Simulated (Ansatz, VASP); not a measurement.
# One calculation of Pd, two programs

The input POSCAR:

```
Pd
1.0
    0.0000000000      1.9465000000      1.9465000000
    1.9465000000      0.0000000000      1.9465000000
    1.9465000000      1.9465000000      0.0000000000
Pd
1
Direct
    0.0000000000      0.0000000000      0.0000000000
```

The input INCAR.step1:

```
SYSTEM = Pd
PREC = Accurate
ENCUT = 520
EDIFF = 1E-5
ISMEAR = -1
SIGMA = 0.05
LREAL = .False.
LASPH = .True.
NELM = 100
ALGO = Normal
ISIF = 2
LWAVE = .True.
LCHARG = .False.
NBANDS = 11
GGA = PE
```

The input INCAR.step2:

```
SYSTEM = Pd
PREC = Accurate
ENCUT = 520
EDIFF = 1E-6
ISMEAR = -1
SIGMA = 0.05
LREAL = .False.
LASPH = .True.
NELM = 100
ALGO = Normal
ISIF = 2
LWAVE = .False.
LCHARG = .False.
METAGGA = R2SCAN
LHFCALC = .True.
AEXX = 0.25
LMIXTAU = .True.
PRECFOCK = Normal
NBANDS = 11
ISTART = 1
```

KPOINTS

```
Automatic mesh
0
Gamma
  6 6 6
  0 0 0
```

File input.yaml:

```yaml
crystal:
  lattice:
    - [0.0, 1.9465, 1.9465]
    - [1.9465, 0.0, 1.9465]
    - [1.9465, 1.9465, 0.0]
  atoms:
    - { symbol: Pd, position: [0.0, 0.0, 0.0] }
hamiltonian:
  xc: r2scan0
  pseudopotentials: { kind: paw }
kpoints:
  mp_grid: { grid: [6, 6, 6] }
scf:
  occupations: { method: fermi_dirac, width: 0.05 }
output:
  forces: true
  stress: true
  eigenvalues: true
```

Alike in both runs: task single point; functional r2SCAN0; k mesh 6 × 6 × 6; occupations fermi-dirac, width 0.05 eV; no spin polarisation.

|  | VASP | Ansatz |
| --- | --- | --- |
| version | VASP 6.6.1 | Ansatz 0.2.0 |
| potentials or method | VASP PAW PBE potentials, release 64 (Pd) | Ansatz PAW |
| plane-wave cutoff (eV) | 520 | 500 |
| valence electrons in the cell | 10 | 18 |

Ansatz gave:

| Quantity | Value |
| --- | --- |
| gap on the k mesh at the Fermi level (eV) | none |
| pressure (GPa) | -1.8 |

Question: What did VASP give for the same quantities?

Answer: gap on the k mesh at the Fermi level (eV): none; pressure (GPa): -0.9.

VASP's potentials were made for PBE, not for r2SCAN0. A gap of «none» marks a metal or a gap that the smearing closes. VASP's potentials hold 10 valence electrons a cell and Ansatz's 18, so a difference there can come from the potentials and not from the codes.

The k mesh is coarse, so the values compare programs but aren't converged.
